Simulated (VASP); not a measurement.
# Na3Te2 (P-3m1) in VASP: single point with PBE

Aim: the single point of Na3Te2 with PBE.

Everything below comes from runs of VASP 6.6.1. Logs are shortened: lines on timing, memory, paths and dates and some standing lists are left out, and cuts for length are marked.

### 1 The cell of the first run

The structure is trigonal, space group P-3m1 (No. 164). Conventional cell: a = 5.267 Å, b = 5.267 Å, c = 6.750 Å, α = 90.00°, β = 90.00°, γ = 120.00°. Within 4.4 Å of Na (site symmetry -3m) lie 6 Te at 3.37 Å and 6 Na at 3.70 Å. Na (site symmetry 3m) has 5 Te at 3.11 to 3.57 Å and 6 Na at 3.70 to 3.96 Å within 4.1 Å. Within 4.3 Å of Te (site symmetry 3m) lie 8 Na at 3.11 to 3.57 Å and 3 Te at 4.22 Å.

### 2 Single point, PBE

Contents of INCAR:

```
PREC = Accurate
ENCUT = 520
EDIFF = 1E-7
ISMEAR = 0
SIGMA = 0.1
LREAL = False
LASPH = True
NELM = 80
ALGO = Fast
ISIF = 2
LWAVE = False
LCHARG = False
GGA = PE
NBANDS = 24
```

Contents of KPOINTS:

```
regular mesh
0
Gamma
  12 12 6
```

Contents of POSCAR:

```
Na3Te2
1.0
    5.2673452074      0.0000000000      0.0000000000
   -2.6336726037      4.5616547601      0.0000000000
    0.0000000000      0.0000000000      6.7503613383
Na Te
3 2
Direct
    0.0000000000      0.0000000000      0.0000000000
    0.3333333333      0.6666666667      0.6876835231
    0.6666666667      0.3333333333      0.3123164769
    0.3333333333      0.6666666667      0.2168039176
    0.6666666667      0.3333333333      0.7831960824
```

Potentials or basis: VASP PAW PBE potentials, release 64 (Na_pv, Te).

Run with:

```console
cat potpaw_PBE.64/Na_pv/POTCAR potpaw_PBE.64/Te/POTCAR > POTCAR
mpirun -np 1 vasp_std > vasp.out
```

OUTCAR:

```text
PREC = Accurate
   ENCUT = 520
   EDIFF = 1E-7
   ISMEAR = 0
   LREAL = False
   LASPH = True
   NELM = 80
   ISIF = 2
   GGA = PE

 ion  position               nearest neighbor table
   1  0.000  0.000  0.000-
   2  0.333  0.667  0.688-   5 3.11   5 3.11   5 3.11   4 3.18
   3  0.667  0.333  0.312-   4 3.11   4 3.11   4 3.11   5 3.18
   4  0.333  0.667  0.217-   3 3.11   3 3.11   3 3.11   2 3.18
   5  0.667  0.333  0.783-   2 3.11   2 3.11   2 3.11   3 3.18

  LATTYP: Found a hexagonal cell.
 ALAT       =     5.2673452074
 C/A-ratio  =     1.2815490674

  Lattice vectors:

 A1 = (   5.2673452074,   0.0000000000,   0.0000000000)
 A2 = (  -2.6336726037,   4.5616547601,   0.0000000000)
 A3 = (   0.0000000000,   0.0000000000,   6.7503613383)

Analysis of symmetry for initial positions (statically):
=====================================================================
 Subroutine PRICEL returns:
 Original cell was already a primitive cell.

 Routine SETGRP: Setting up the symmetry group for a
 hexagonal supercell.

 Subroutine GETGRP returns: Found 12 space group operations
 (whereof 12 operations were pure point group operations)
 out of a pool of 24 trial point group operations.

The static configuration has the point symmetry D_3d.

Analysis of symmetry for dynamics (positions and initial velocities):
=====================================================================
 Subroutine PRICEL returns:
 Original cell was already a primitive cell.

 Routine SETGRP: Setting up the symmetry group for a
 hexagonal supercell.

 Subroutine GETGRP returns: Found 12 space group operations
 (whereof 12 operations were pure point group operations)
 out of a pool of 24 trial point group operations.

The dynamic configuration has the point symmetry D_3d.

 Subroutine INISYM returns: Found 12 space group operations
 (whereof 12 operations are pure point group operations),
 and found     1 'primitive' translations

----------------------------------------------------------------------------------------

                                     Primitive cell

  volume of cell :     162.1964

  direct lattice vectors                    reciprocal lattice vectors
     5.267345207  0.000000000  0.000000000     0.189848958  0.109609347  0.000000000
    -2.633672604  4.561654760  0.000000000     0.000000000  0.219218694  0.000000000
     0.000000000  0.000000000  6.750361338     0.000000000  0.000000000  0.148140218

  length of vectors
     5.267345207  5.267345207  6.750361338     0.219218694  0.219218694  0.148140218

  position of ions in fractional coordinates (direct lattice)
     0.000000000  0.000000000  0.000000000
     0.333333333  0.666666667  0.687683523
     0.666666667  0.333333333  0.312316477
     0.333333333  0.666666667  0.216803918
     0.666666667  0.333333333  0.783196082

  ion indices of the primitive-cell ions
   primitive index   ion index
                 1           1
                 2           2
                 3           3
                 4           4
                 5           5

----------------------------------------------------------------------------------------

 KPOINTS: regular mesh

Automatic generation of k-mesh.
 Grid dimensions read from file:
 generate k-points for:   12   12    6

 Generating k-lattice:

  Cartesian coordinates                     Fractional coordinates (reciprocal lattice)
     0.015820747  0.009134112  0.000000000     0.083333333  0.000000000  0.000000000
     0.000000000  0.018268225  0.000000000     0.000000000  0.083333333  0.000000000
     0.000000000  0.000000000  0.024690036     0.000000000  0.000000000  0.166666667

  Length of vectors
     0.018268225  0.018268225  0.024690036

  Shift w.r.t. Gamma in fractional coordinates (k-lattice)
     0.000000000  0.000000000  0.000000000

 Subroutine IBZKPT returns following result:
 ===========================================

 Found    100 irreducible k-points:

 Following reciprocal coordinates:
            Coordinates               Weight
  0.000000  0.000000  0.000000      1.000000
  0.083333 -0.000000  0.000000      6.000000
  0.166667 -0.000000  0.000000      6.000000
  0.250000  0.000000  0.000000      6.000000
  0.333333  0.000000  0.000000      6.000000
  0.416667  0.000000  0.000000      6.000000
[... 16 lines left out ...]
  0.166667 -0.000000  0.166667      6.000000
  0.000000  0.166667  0.166667      6.000000
 [... further k-points ...]
   k-points           NKPTS =    100   k-points in BZ     NKDIM =    100   number of bands    NBANDS=     24
   number of dos      NEDOS =    301   number of ions     NIONS =      5
   total plane-waves  NPLWV =  80000
   dimension x,y,z NGX =    40 NGY =   40 NGZ =   50
   dimension x,y,z NGXF=    80 NGYF=   80 NGZF=  100
   ions per type =               3   2
   NGX,Y,Z   is equivalent  to a cutoff of  12.62, 12.62, 12.31 a.u.
   NGXF,Y,Z  is equivalent  to a cutoff of  25.25, 25.25, 24.63 a.u.
 SYSTEM =  unknown system
   PREC   = accura    normal or accurate (medium, high low for compatibility)
   ISTART =      0    job   : 0-new  1-cont  2-samecut
   ICHARG =      2    charge: 1-file 2-atom 10-const
   ISPIN  =      1    spin polarized calculation?
   LNONCOLLINEAR =      F non collinear calculations
   LSORBIT =      F    spin-orbit coupling
   LASPH  =      T    aspherical Exc in radial PAW
   ENCUT  =  520.0 eV  38.22 Ry    6.18 a.u.   9.79  9.79 12.55*2*pi/ulx,y,z
   NELM   =     80;   NELMIN=  2; NELMDL= -5     # of ELM steps
   EDIFF  = 0.1E-06   stopping-criterion for ELM
   LREAL  =      F    real-space projection
   EDIFFG = 0.1E-05   stopping-criterion for IOM
   NSW    =      0    number of steps for IOM
   IBRION =     -1    ionic relax: 0-MD 1-quasi-New 2-CG
   NFREE  =      0    steps in history (QN), initial steepest desc. (CG)
   ISIF   =      2    stress and relaxation
   ISYM   =      2    0-nonsym 1-usesym 2-fastsym
   POTIM  = 0.5000    time-step for ionic-motion
   TEBEG  =    0.0;   TEEND  =   0.0 temperature during run
   PSTRESS=    0.0 pullay stress
   NELECT =      33.0000    total number of electrons
   NUPDOWN=      -1.0000    fix difference up-down
   EMIN   =  10.00;   EMAX   =-10.00  energy-range for DOS
   EFERMI =   0.00;   METHOD = LEGACY
   ISMEAR =     0;   SIGMA  =   0.10  broadening in eV -4-tet -1-fermi 0-gaus
   EFERMI_NEDOS =   21; number of points for ismear=-14 and -15
   IALGO  =     68    algorithm
   IMIX   =      4    mixing-type and parameters
     AMIX     =   0.40;   BMIX     =  1.00
     AMIX_MAG =   1.60;   BMIX_MAG =  1.00
  volume/ion in A,a.u.               =      32.44       218.91
  Fermi-wavevector in a.u.,A,eV,Ry     =   0.962866  1.819552 12.614104  0.927110
  Thomas-Fermi vector in A             =   2.092362
   LORBIT       =      0    0 simple, 1 ext, 2 COOP (PROOUT), +10 PAW based schemes
   GGA     = PE    functional components
   LHFCALC =     F    Hartree Fock is set to
   AEXX    =    0.0000 exact exchange contribution
   IVDW    =     0    specifies the selected vdW correction
   LEPSILON=     F    determine dielectric tensor
   LRPA    =     F    only Hartree local field effects (RPA)
 non-spin polarized calculation
 RMM-DIIS sequential band-by-band and
 Gauss-broadening in eV      SIGMA  =   0.10
  energy-cutoff  :      520.00
  volume of cell :      162.20
 maximum number of plane-waves:      4394
   NGX = 19   NGY = 19   NGZ = 25

 number of electron      32.9999996 magnetization

 Free energy of the ion-electron system (eV)
  ---------------------------------------------------
  ext. energy  EPLUGINS =         0.00000000
  ---------------------------------------------------
  free energy    TOTEN  =       -13.70968895 eV

  energy without entropy =      -13.68255619  energy(sigma->0) =      -13.69612257

 E-fermi :   1.3271     XC(G=0):  -7.6175

 val. band max:        1.3223620614   @ k =   0.2500   0.1667   0.5000
 cond. band min:       1.3305936449   @ k =   0.2500   0.0833   0.1667
 fundamental gap:      0.0082315835
 Fermi energy:         1.3270608046

 k-point     1 :       0.0000    0.0000    0.0000
  band No.  band energies     occupation
      1     -22.0847      2.00000
      2     -22.0597      2.00000
      3     -22.0597      2.00000
      4     -21.7748      2.00000
      5     -21.7691      2.00000
      6     -21.7691      2.00000
[... 16 lines left out ...]
     23       7.7372      0.00000
     24       7.9567      0.00000

 k-point     2 :       0.0833   -0.0000    0.0000
  band No.  band energies     occupation
      1     -22.0846      2.00000
      2     -22.0598      2.00000
      3     -22.0597      2.00000
      4     -21.7748      2.00000
      5     -21.7698      2.00000
      6     -21.7691      2.00000
[... 16 lines left out ...]
     23       7.7571      0.00000
     24       7.8770      0.00000

 k-point     3 :       0.1667   -0.0000    0.0000
  band No.  band energies     occupation
      1     -22.0846      2.00000
      2     -22.0600      2.00000
      3     -22.0598      2.00000
      4     -21.7746      2.00000
      5     -21.7708      2.00000
      6     -21.7692      2.00000
[... 16 lines left out ...]
     23       7.4386      0.00000
     24       7.5600      0.00000
[... 514 lines left out ...]
 k-point    23 :       0.1667   -0.0000    0.1667
  band No.  band energies     occupation
      1     -22.0846      2.00000
      2     -22.0600      2.00000
      3     -22.0598      2.00000
      4     -21.7746      2.00000
      5     -21.7710      2.00000
      6     -21.7693      2.00000
[... 16 lines left out ...]
     23       7.8028      0.00000
     24       7.9448      0.00000

 k-point    24 :       0.0000    0.1667    0.1667
  band No.  band energies     occupation
      1     -22.0846      2.00000
      2     -22.0600      2.00000
      3     -22.0598      2.00000
      4     -21.7745      2.00000
      5     -21.7709      2.00000
      6     -21.7691      2.00000
[... 16 lines left out ...]
     23       7.6686      0.00000
     24       7.7145      0.00000

 [... further k-points ...]

------------------------ aborting loop because EDIFF is reached ----------------------------------------

  FORCE on cell =-STRESS in cart. coord.  units (eV):
  Direction    XX          YY          ZZ          XY          YZ          ZX
  --------------------------------------------------------------------------------------
  -------------------------------------------------------------------------------------
  Total        0.0248821      0.0248821     -0.0116471      0.0000000     -0.0000000      0.0000000
  in kB        0.2457860      0.2457860     -0.1150498      0.0000000     -0.0000000      0.0000000
  external PRESSURE =       0.1255074 kB  Pullay stress =       0.0000000 kB

 VOLUME and BASIS-vectors are now :
 -----------------------------------------------------------------------------
  energy-cutoff  :      520.00
  volume of cell :      162.20
      direct lattice vectors                 reciprocal lattice vectors
     5.267345207  0.000000000  0.000000000     0.189848958  0.109609347  0.000000000
    -2.633672604  4.561654760  0.000000000     0.000000000  0.219218694  0.000000000
     0.000000000  0.000000000  6.750361338     0.000000000  0.000000000  0.148140218

 POSITION                                       TOTAL-FORCE (eV/Angst)
 -----------------------------------------------------------------------------------
      0.00000      0.00000      0.00000        -0.000000      0.000000      0.000000
     -0.00000      3.04110      4.64211         0.000000     -0.000000      0.002564
      2.63367      1.52055      2.10825        -0.000000      0.000000     -0.002564
     -0.00000      3.04110      1.46350        -0.000000      0.000000     -0.000585
      2.63367      1.52055      5.28686        -0.000000      0.000000      0.000585
 -----------------------------------------------------------------------------------
    total drift:                                0.000000      0.000000      0.000000

  FREE ENERGIE OF THE ION-ELECTRON SYSTEM (eV)
  ---------------------------------------------------
  free  energy   TOTEN  =       -13.7096889529 eV

  energy  without entropy=      -13.6825561908  energy(sigma->0) =      -13.69612257
```

Run time: 5.6 min. Hardware: 1 thread of Intel Xeon Platinum 8259CL at 2.50GHz (Skylake/Cascade Lake), shared host; peak memory 0.48 GiB.

Results:

```yaml
Free_energy: -13.7097 eV
Pressure: 0.0 GPa
Band_gap_on_the_k_mesh: zero (an odd number of electrons rules out a gap without spin polarisation)
```

Forces on the atoms (eV/Å):
```
Na   0.000  0.000  0.000
Na   0.000  0.000  0.003
Na   0.000  0.000 -0.003
Te   0.000  0.000 -0.001
Te   0.000  0.000  0.001
```

Levels at points of the mesh, in eV from the Fermi level:
| k point | band 15 | band 16 | band 17 | band 18 | band 19 | band 20 |
| --- | --- | --- | --- | --- | --- | --- |
| (0.00, 0.00, 0.00) | -0.14 | -0.14 | 0.33 | 2.37 | 3.45 | 5.30 |
| (0.50, 0.00, 0.00) | -0.95 | -0.50 | -0.08 | 3.36 | 4.37 | 4.83 |
| (0.00, 0.00, 0.50) | -0.66 | -0.31 | -0.31 | 3.66 | 3.90 | 5.04 |
| (0.50, 0.00, 0.50) | -0.47 | -0.22 | -0.13 | 3.78 | 3.94 | 5.37 |

Caveat: spin-orbit coupling is left out, which moves the levels of the heavy elements.
